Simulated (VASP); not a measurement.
# Sr3Zn2Br2O5 (I4/mmm) in VASP: single point with r2SCAN

Aim: the single point of Sr3Zn2Br2O5 with r2SCAN.

Everything below comes from runs of VASP 6.6.1. Logs are shortened: lines on timing, memory, paths and dates and some standing lists are left out, and cuts for length are marked.

## (1) The cell of the first run

Symmetry: I4/mmm, No. 139, tetragonal system. Conventional cell: a = 3.948 Å, b = 3.948 Å, c = 25.372 Å, α = 90.00°, β = 90.00°, γ = 90.00°. Within 2.5 Å of Zn (site symmetry 4mm) lie 5 O at 1.87 to 1.99 Å. Within 2.6 Å of O (site symmetry 2mm) lie 2 Zn at 1.99 Å and 2 Sr at 2.53 Å. O (site symmetry 4/mmm) has 2 Zn at 1.87 Å within 2.5 Å. Within 3.4 Å of Sr (site symmetry 4mm) lie 4 O at 2.53 Å and 4 Br at 3.11 Å and 4 Zn at 3.35 Å. Sr (site symmetry 4/mmm) has 12 O at 2.79 to 2.90 Å and 8 Zn at 3.36 Å and 6 Sr at 3.72 to 3.95 Å within 4.0 Å. Br (site symmetry 4mm) has 5 Sr at 3.11 to 3.89 Å and 1 Zn at 3.21 Å and 4 O at 3.55 Å and 8 Br at 3.77 to 3.95 Å within 4.1 Å.

## (2) Single point, r2SCAN

Input file POSCAR:

```
Sr3Zn2Br2O5
1.0
    0.0000000000      3.9480770000      0.0000000000
    3.9480770000      0.0000000000      0.0000000000
    1.9740380000      1.9740380000    -12.6862110000
Zn O Sr Br
2 5 3 2
Direct
    0.4264700000      0.4264700000      0.1470600000
    0.5735300000      0.5735300000      0.8529400000
    0.0838200000      0.5838200000      0.8323600000
    0.5838200000      0.0838200000      0.8323600000
    0.9161800000      0.4161800000      0.1676400000
    0.4161800000      0.9161800000      0.1676400000
    0.5000000000      0.5000000000      0.0000000000
    0.1464700000      0.1464700000      0.7070600000
    0.8535300000      0.8535300000      0.2929400000
    0.0000000000      0.0000000000      0.0000000000
    0.2998700000      0.2998700000      0.4002600000
    0.7001300000      0.7001300000      0.5997400000
```

Input file INCAR.step1:

```
PREC = Accurate ; ENCUT = 520
ISMEAR = -1 ; SIGMA = 0.1
LREAL = F ; LASPH = T
NELM = 60 ; NBANDS = 61
GGA = PE ; ALGO = Normal
EDIFF = 1E-4 ; LWAVE = T
LCHARG = F ; KPAR = 4
```

Input file INCAR.step2:

```
PREC = Accurate ; ENCUT = 520
EDIFF = 1E-6 ; ISMEAR = -1
SIGMA = 0.1 ; LREAL = F
LASPH = T ; NELM = 60
ALGO = Normal ; ISIF = 2
LWAVE = F ; LCHARG = F
METAGGA = R2SCAN ; LMIXTAU = T
NBANDS = 61 ; ISTART = 1
KPAR = 4
```

Input file KPOINTS:

```
Automatic mesh
0
Gamma
  8 8 8
```

Potentials or basis: VASP PAW PBE potentials, release 64 (Zn, O, Sr_sv, Br).

The run is started by

```
$ cat potpaw_PBE.64/Zn/POTCAR potpaw_PBE.64/O/POTCAR potpaw_PBE.64/Sr_sv/POTCAR potpaw_PBE.64/Br/POTCAR > POTCAR
$ cp INCAR.step1 INCAR
$ mpirun -np 4 vasp_std > vasp.out
$ cp INCAR.step2 INCAR
$ mpirun -np 4 vasp_std > vasp.out
```

OUTCAR:

```text
PREC = Accurate
   ENCUT = 520
   EDIFF = 1E-6
   ISMEAR = -1
   LREAL = F
   LASPH = T
   NELM = 60
   ISIF = 2
   METAGGA = R2SCAN
   ISTART = 1

 ion  position               nearest neighbor table
   1  0.426  0.426  0.147-   7 1.87   6 1.99   5 1.99   6 1.99   5 1.99   9 3.35   9 3.35   9 3.35
                             9 3.35  10 3.36  10 3.36  10 3.36  10 3.36
   2  0.574  0.574  0.853-   7 1.87   4 1.99   3 1.99   4 1.99   3 1.99   8 3.35   8 3.35   8 3.35
                             8 3.35  10 3.36  10 3.36  10 3.36  10 3.36
   3  0.084  0.584  0.832-   2 1.99   2 1.99   8 2.53   8 2.53  10 2.90  10 2.90
   4  0.584  0.084  0.832-   2 1.99   2 1.99   8 2.53   8 2.53  10 2.90  10 2.90
   5  0.916  0.416  0.168-   1 1.99   1 1.99   9 2.53   9 2.53  10 2.90  10 2.90
   6  0.416  0.916  0.168-   1 1.99   1 1.99   9 2.53   9 2.53  10 2.90  10 2.90
   7  0.500  0.500  0.000-   1 1.87   2 1.87  10 2.79  10 2.79  10 2.79  10 2.79
   8  0.146  0.146  0.707-   3 2.53   4 2.53   3 2.53   4 2.53  12 3.11  12 3.11  12 3.11  12 3.11
                             2 3.35   2 3.35   2 3.35   2 3.35  10 3.72  11 3.89
   9  0.854  0.854  0.293-   5 2.53   6 2.53   6 2.53   5 2.53  11 3.11  11 3.11  11 3.11  11 3.11
                             1 3.35   1 3.35   1 3.35   1 3.35  10 3.72  12 3.89
  10  0.000  0.000  0.000-   7 2.79   7 2.79   7 2.79   7 2.79   3 2.90   4 2.90   5 2.90   6 2.90
                             3 2.90   6 2.90   4 2.90   5 2.90   1 3.36   2 3.36   1 3.36   1 3.36
  11  0.300  0.300  0.400-   9 3.11   9 3.11   9 3.11   9 3.11   8 3.89
  12  0.700  0.700  0.600-   8 3.11   8 3.11   8 3.11   8 3.11   9 3.89

  LATTYP: Found a body centered tetragonal cell.
 ALAT       =     3.9480770000
 C/A-ratio  =     6.4265266356

  Lattice vectors:

 A1 = (  -1.9740380000,   1.9740390000,  12.6862110000)
 A2 = (   1.9740390000,  -1.9740380000,  12.6862110000)
 A3 = (   1.9740380000,   1.9740380000, -12.6862110000)

Analysis of symmetry for initial positions (statically):
=====================================================================
 Subroutine PRICEL returns:
 Original cell was already a primitive cell.

 Routine SETGRP: Setting up the symmetry group for a
 body centered tetragonal supercell.

 Subroutine GETGRP returns: Found 16 space group operations
 (whereof 16 operations were pure point group operations)
 out of a pool of 16 trial point group operations.

The static configuration has the point symmetry D_4h.

Analysis of symmetry for dynamics (positions and initial velocities):
=====================================================================
 Subroutine PRICEL returns:
 Original cell was already a primitive cell.

 Routine SETGRP: Setting up the symmetry group for a
 body centered tetragonal supercell.

 Subroutine GETGRP returns: Found 16 space group operations
 (whereof 16 operations were pure point group operations)
 out of a pool of 16 trial point group operations.

The dynamic configuration has the point symmetry D_4h.

 Subroutine INISYM returns: Found 16 space group operations
 (whereof 16 operations are pure point group operations),
 and found     1 'primitive' translations

----------------------------------------------------------------------------------------

                                     Primitive cell

  volume of cell :     197.7439

  direct lattice vectors                    reciprocal lattice vectors
     0.000000000  3.948077000  0.000000000     0.000000000  0.253287866  0.039412861
     3.948077000  0.000000000  0.000000000     0.253287866  0.000000000  0.039412861
     1.974038000  1.974038000-12.686211000     0.000000000  0.000000000 -0.078825742

  length of vectors
     3.948077000  3.948077000 12.989749866     0.256335945  0.256335945  0.078825742

  position of ions in fractional coordinates (direct lattice)
     0.426470000  0.426470000  0.147060000
     0.573530000  0.573530000  0.852940000
     0.083820000  0.583820000  0.832360000
     0.583820000  0.083820000  0.832360000
     0.916180000  0.416180000  0.167640000
     0.416180000  0.916180000  0.167640000
     0.500000000  0.500000000  0.000000000
     0.146470000  0.146470000  0.707060000
     0.853530000  0.853530000  0.292940000
     0.000000000  0.000000000  0.000000000
     0.299870000  0.299870000  0.400260000
     0.700130000  0.700130000  0.599740000

  ion indices of the primitive-cell ions
   primitive index   ion index
                 1           1
                 2           2
                 3           3
                 4           4
                 5           5
                 6           6
                 7           7
                 8           8
                 9           9
                10          10
                11          11
                12          12

----------------------------------------------------------------------------------------

 KPOINTS: Automatic mesh

Automatic generation of k-mesh.
 Grid dimensions read from file:
 generate k-points for:    8    8    8

 Generating k-lattice:

  Cartesian coordinates                     Fractional coordinates (reciprocal lattice)
     0.000000000  0.031660983  0.004926608     0.125000000  0.000000000  0.000000000
     0.031660983  0.000000000  0.004926608     0.000000000  0.125000000  0.000000000
     0.000000000  0.000000000 -0.009853218     0.000000000  0.000000000  0.125000000

  Length of vectors
     0.032041993  0.032041993  0.009853218

  Shift w.r.t. Gamma in fractional coordinates (k-lattice)
     0.000000000  0.000000000  0.000000000

 Subroutine IBZKPT returns following result:
 ===========================================

 Found     59 irreducible k-points:

 Following reciprocal coordinates:
            Coordinates               Weight
  0.000000  0.000000  0.000000      1.000000
  0.125000  0.000000 -0.000000      8.000000
  0.250000  0.000000 -0.000000      8.000000
  0.375000  0.000000  0.000000      8.000000
  0.500000  0.000000 -0.000000      4.000000
  0.125000  0.125000 -0.000000      8.000000
[... 16 lines left out ...]
  0.250000  0.000000  0.125000      4.000000
  0.375000  0.000000  0.125000      8.000000
 [... further k-points ...]
   k-points           NKPTS =     59   k-points in BZ     NKDIM =     59   number of bands    NBANDS=     61
   number of dos      NEDOS =    301   number of ions     NIONS =     12
   total plane-waves  NPLWV =  88200
   dimension x,y,z NGX =    30 NGY =   30 NGZ =   98
   dimension x,y,z NGXF=    60 NGYF=   60 NGZF=  196
   ions per type =               2   5   3   2
   NGX,Y,Z   is equivalent  to a cutoff of  12.63, 12.63, 12.54 a.u.
   NGXF,Y,Z  is equivalent  to a cutoff of  25.26, 25.26, 25.08 a.u.
 SYSTEM =  unknown system
   PREC   = accura    normal or accurate (medium, high low for compatibility)
   ISTART =      1    job   : 0-new  1-cont  2-samecut
   ICHARG =      0    charge: 1-file 2-atom 10-const
   ISPIN  =      1    spin polarized calculation?
   LNONCOLLINEAR =      F non collinear calculations
   LSORBIT =      F    spin-orbit coupling
   LASPH  =      T    aspherical Exc in radial PAW
   ENCUT  =  520.0 eV  38.22 Ry    6.18 a.u.   7.34  7.34 24.15*2*pi/ulx,y,z
   NELM   =     60;   NELMIN=  2; NELMDL=  0     # of ELM steps
   EDIFF  = 0.1E-05   stopping-criterion for ELM
   LREAL  =      F    real-space projection
   EDIFFG = 0.1E-04   stopping-criterion for IOM
   NSW    =      0    number of steps for IOM
   IBRION =     -1    ionic relax: 0-MD 1-quasi-New 2-CG
   NFREE  =      0    steps in history (QN), initial steepest desc. (CG)
   ISIF   =      2    stress and relaxation
   ISYM   =      2    0-nonsym 1-usesym 2-fastsym
   POTIM  = 0.5000    time-step for ionic-motion
   TEBEG  =    0.0;   TEEND  =   0.0 temperature during run
   PSTRESS=    0.0 pullay stress
   NELECT =      98.0000    total number of electrons
   NUPDOWN=      -1.0000    fix difference up-down
   EMIN   =  10.00;   EMAX   =-10.00  energy-range for DOS
   EFERMI =   0.00;   METHOD = LEGACY
   ISMEAR =    -1;   SIGMA  =   0.10  broadening in eV -4-tet -1-fermi 0-gaus
   EFERMI_NEDOS =   21; number of points for ismear=-14 and -15
   IALGO  =     38    algorithm
   IMIX   =      4    mixing-type and parameters
     AMIX     =   0.40;   BMIX     =  1.00
     AMIX_MAG =   1.60;   BMIX_MAG =  1.00
  volume/ion in A,a.u.               =      16.48       111.20
  Fermi-wavevector in a.u.,A,eV,Ry     =   1.295535  2.448206 22.836166  1.678411
  Thomas-Fermi vector in A             =   2.427049
   LORBIT       =      0    0 simple, 1 ext, 2 COOP (PROOUT), +10 PAW based schemes
   METAGGA = R2SCAN    functional components
   LHFCALC =     F    Hartree Fock is set to
   AEXX    =    0.0000 exact exchange contribution
   IVDW    =     0    specifies the selected vdW correction
   LEPSILON=     F    determine dielectric tensor
   LRPA    =     F    only Hartree local field effects (RPA)
 non-spin polarized calculation
  energy-cutoff  :      520.00
  volume of cell :      197.74
 maximum number of plane-waves:      5384
 NGX is ok and might be reduce to    30
   NGX = 15   NGY = 15   NGZ = 49

 number of electron      98.0000040 magnetization

 Free energy of the ion-electron system (eV)
  ---------------------------------------------------
  ext. energy  EPLUGINS =         0.00000000
  ---------------------------------------------------
  free energy    TOTEN  =      -144.70894780 eV

  energy without entropy =     -144.51145057  energy(sigma->0) =     -144.61019919

 E-fermi :   1.4044     XC(G=0): -10.7077

 val. band max:        1.4038500209   @ k =  -0.2500   0.0000   0.2500
 cond. band min:       1.4064750022   @ k =  -0.2500   0.0000   0.3750
 fundamental gap:      0.0026249813
 Fermi energy:         1.4044042300

 k-point     1 :       0.0000    0.0000    0.0000
  band No.  band energies     occupation
      1     -32.6456      2.00000
      2     -32.3696      2.00000
      3     -32.3691      2.00000
      4     -17.0646      2.00000
      5     -17.0641      2.00000
      6     -15.9851      2.00000
[... 53 lines left out ...]
     60       9.5312      0.00000
     61       9.6191      0.00000

 k-point     2 :       0.1250    0.0000   -0.0000
  band No.  band energies     occupation
      1     -32.6431      2.00000
      2     -32.3667      2.00000
      3     -32.3662      2.00000
      4     -17.0339      2.00000
      5     -17.0135      2.00000
      6     -16.0191      2.00000
[... 53 lines left out ...]
     60       9.3441      0.00000
     61       9.4222      0.00000

 k-point     3 :       0.2500    0.0000   -0.0000
  band No.  band energies     occupation
      1     -32.6371      2.00000
      2     -32.3596      2.00000
      3     -32.3591      2.00000
      4     -16.9602      2.00000
      5     -16.8706      2.00000
      6     -16.1013      2.00000
[... 1333 lines left out ...]
     60       9.4652      0.00000
     61       9.4779      0.00000

 k-point    24 :       0.3750    0.0000    0.1250
  band No.  band energies     occupation
      1     -32.6311      2.00000
      2     -32.3525      2.00000
      3     -32.3520      2.00000
      4     -16.8870      2.00000
      5     -16.6663      2.00000
      6     -16.1697      2.00000
[... 53 lines left out ...]
     60       9.6110      0.00000
     61       9.9475      0.00000

 [... further k-points ...]
[... 5 lines left out ...]
  --------------------------------------------------------------------------------------
  -------------------------------------------------------------------------------------
  Total        1.4112178      1.4112178      5.2669062      0.0000000      0.0000002      0.0000002
  in kB       11.4340866     11.4340866     42.6739661      0.0000000      0.0000017      0.0000017
  external PRESSURE =      21.8473798 kB  Pullay stress =       0.0000000 kB

 VOLUME and BASIS-vectors are now :
 -----------------------------------------------------------------------------
  energy-cutoff  :      520.00
  volume of cell :      197.74
      direct lattice vectors                 reciprocal lattice vectors
     0.000000000  3.948077000  0.000000000     0.000000000  0.253287866  0.039412861
     3.948077000  0.000000000  0.000000000     0.253287866  0.000000000  0.039412861
     1.974038000  1.974038000-12.686211000     0.000000000  0.000000000 -0.078825742

 POSITION                                       TOTAL-FORCE (eV/Angst)
 -----------------------------------------------------------------------------------
      1.97404      1.97404     -1.86563        -0.000000     -0.000000     -0.830844
      3.94808      3.94808    -10.82058         0.000000      0.000000      0.830844
      3.94808      1.97404    -10.55949        -0.000000     -0.000000     -0.054367
      1.97404      3.94808    -10.55949        -0.000000     -0.000000     -0.054367
      1.97404      3.94808     -2.12672         0.000000      0.000000      0.054367
      3.94808      1.97404     -2.12672         0.000000      0.000000      0.054367
      1.97404      1.97404      0.00000         0.000000     -0.000000      0.000000
      1.97404      1.97404     -8.96991         0.000000      0.000000      0.053180
      3.94808      3.94808     -3.71630        -0.000000     -0.000000     -0.053180
      0.00000      0.00000      0.00000         0.000000      0.000000      0.000000
      1.97404      1.97404     -5.07778        -0.000000     -0.000000     -0.121779
      3.94808      3.94808     -7.60843         0.000000      0.000000      0.121779
 -----------------------------------------------------------------------------------
    total drift:                                0.000000      0.000000     -0.000000

  FREE ENERGIE OF THE ION-ELECTRON SYSTEM (eV)
  ---------------------------------------------------
  free  energy   TOTEN  =      -144.7089478024 eV

  energy  without entropy=     -144.5114505677  energy(sigma->0) =     -144.61019919
```

Run time: 19 min. Hardware: 4 MPI ranks of Intel Xeon Platinum 8488C (Sapphire Rapids), shared host; peak memory 0.76 GiB.

What came out:

- Free energy: -144.7089 eV
- Pressure: 2.2 GPa
- Largest force: 0.831 eV/Å
- Band gap on the k mesh: zero (bands 49 and 50 overlap by 1.34 eV)

Forces in eV/Å, atoms in the order of the input:
```
Zn   0.000  0.000 -0.831
Zn   0.000  0.000  0.831
O    0.000  0.000 -0.054
O    0.000  0.000 -0.054
O    0.000  0.000  0.054
O    0.000  0.000  0.054
O    0.000  0.000  0.000
Sr   0.000  0.000  0.053
Sr   0.000  0.000 -0.053
Sr   0.000  0.000  0.000
Br   0.000  0.000 -0.122
Br   0.000  0.000  0.122
```

Stress tensor (GPa, compression positive):
```
1.14 0.00 0.00
0.00 1.14 0.00
0.00 0.00 4.27
```

Levels at points of the mesh, in eV from the Fermi level:
```
           k point  band 47  band 48  band 49  band 50  band 51  band 52
(0.00, 0.00, 0.00)    -0.66    -0.31    -0.31    -0.16     4.64     5.41
(0.50, 0.00, 0.00)    -0.78    -0.77    -0.58     0.05     6.33     6.37
(0.50, 0.50, 0.00)    -0.05    -0.03     1.01     1.01     6.47     6.71
(0.00, 0.00, 0.50)    -0.55    -0.38    -0.33    -0.33     4.81     5.31
```

Caveat: the PAW data sets were made with another functional, which shifts forces and pressure a little.
